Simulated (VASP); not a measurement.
A run of VASP 6.6.1 is set up as follows.

The input INCAR:

```
ALGO = Normal ; EDIFF = 1E-6
ENCUT = 520 ; GGA = PE
ISIF = 2 ; ISMEAR = -1
LASPH = T ; LCHARG = F
LREAL = F ; LWAVE = F
NBANDS = 10 ; NELM = 60
PREC = Accurate ; SIGMA = 0.03
```

File KPOINTS:

```
k-points
0
Gamma
  14 14 14
```

File POSCAR:

```
Re
1.0
    0.0000000000      2.0009898225      2.0009898225
    2.0009898225      0.0000000000      2.0009898225
    2.0009898225      2.0009898225      0.0000000000
Re
1
Direct
    0.0000000000      0.0000000000      0.0000000000
```

Potentials or basis: VASP PAW PBE potentials, release 64 (Re).

Run with:

```console
$ cat potpaw_PBE.64/Re/POTCAR > POTCAR
$ mpirun -np 1 vasp_std > vasp.out
```

Problem. Estimate the pressure.

Solution. -21.4 GPa.
